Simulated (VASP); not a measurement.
Wanted: the native input for a VASP 6.6.1 run.

```yaml
Task: single point
Functional: r2SCAN
Potentials_or_basis: VASP PAW PBE potentials, release 64 (Al, Cu)
Cutoff: 520 eV
k_mesh: 7 × 7 × 7
Occupations: fermi-dirac, width 0.1 eV
Spin: no spin polarisation
Dipole_correction: no
Further_INCAR_settings: ALGO = Normal; EDIFF = 1e-06; NBANDS = 14
```

The system is AlCu.

```
Al Cu
1.0
     2.94668    0.00000    0.00000
     0.00000    2.94668    0.00000
     0.00000    0.00000    2.94668
Al Cu
1 1
Cartesian
  0.0000 0.0000 0.0000
  1.4733 1.4733 1.4733
```

The input as run:

POSCAR

```
AlCu
1.0
    2.9466794501      0.0000000000      0.0000000000
    0.0000000000      2.9466794501      0.0000000000
    0.0000000000      0.0000000000      2.9466794501
Al Cu
1 1
Direct
    0.0000000000      0.0000000000      0.0000000000
    0.5000000000      0.5000000000      0.5000000000
```

INCAR.step1

```
SYSTEM = AlCu
PREC = Accurate
ENCUT = 520
ISMEAR = -1
SIGMA = 0.1
LREAL = .False.
LASPH = .True.
NELM = 100
NBANDS = 14
GGA = PE
ALGO = Normal
EDIFF = 1E-4
LWAVE = .True.
LCHARG = .False.
```

INCAR.step2

```
SYSTEM = AlCu
PREC = Accurate
ENCUT = 520
EDIFF = 1E-6
ISMEAR = -1
SIGMA = 0.1
LREAL = .False.
LASPH = .True.
NELM = 100
ALGO = Normal
ISIF = 2
LWAVE = .False.
LCHARG = .False.
METAGGA = R2SCAN
LMIXTAU = .True.
NBANDS = 14
ISTART = 1
```

KPOINTS

```
regular mesh
0
Gamma
  7 7 7
  0 0 0
```

Potentials or basis: VASP PAW PBE potentials, release 64 (Al, Cu).

Run with:

```bash
$ cat potpaw_PBE.64/Al/POTCAR potpaw_PBE.64/Cu/POTCAR > POTCAR
$ cp INCAR.step1 INCAR
$ mpirun -np 1 vasp_std > vasp.out
$ cp INCAR.step2 INCAR
$ mpirun -np 1 vasp_std > vasp.out
```

Results of the run:

```yaml
Pressure: 2.0 GPa
Band_gap_on_the_k_mesh: zero (band 7 reaches 13.91 eV, above the bottom of band 8 at 9.27 eV)
```

Caveat: the PAW data sets were made with another functional, which shifts forces and pressure a little.

Run time: 21 s on 1 thread of Intel(R) Xeon(R) Platinum 8488C (Sapphire Rapids), on a shared host, peak memory 0.14 GiB.
